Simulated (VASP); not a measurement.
ZrTi2, 3 atoms in the cell. Symmetry: P6/mmm, No. 191, hexagonal system. Conventional cell: a = 4.724 Å, b = 4.724 Å, c = 3.003 Å, α = 90.00°, β = 90.00°, γ = 120.00°. Within 4.0 Å of Zr (site symmetry 6/mmm) lie 2 Zr at 3.00 Å and 12 Ti at 3.11 Å. Within 3.6 Å of Ti (site symmetry -6m2) lie 5 Ti at 2.73 to 3.00 Å and 6 Zr at 3.11 Å. 

| Property | Result |
| --- | --- |
| Program | VASP 6.6.1 |
| Task | single point |
| Functional | PBEsol |
| Potentials or basis | VASP PAW PBE potentials, release 64 (Zr_sv, Ti_sv) |
| Cutoff | 520 eV |
| k mesh | 7 × 7 × 9 |
| Occupations | fermi-dirac, width 0.05 eV |
| Spin | no spin polarisation |
| Dipole correction | no |
| Further INCAR settings | ALGO = Normal; EDIFF = 1e-06; NBANDS = 25 |

Potentials or basis: VASP PAW PBE potentials, release 64 (Zr_sv, Ti_sv).

Launch:

```bash
$ cat potpaw_PBE.64/Zr_sv/POTCAR potpaw_PBE.64/Ti_sv/POTCAR > POTCAR
$ mpirun -np 1 vasp_std > vasp.out
```

Hardware: 1 thread of Intel(R) Xeon(R) Platinum 8488C (Sapphire Rapids) (shared host).

Question: Estimate the wall time of this run.

Answer: It took 38 s on 1 thread of Intel(R) Xeon(R) Platinum 8488C (Sapphire Rapids), with other jobs on the host, peak memory 0.21 GiB. Counts: scf iterations 19, k points 40.
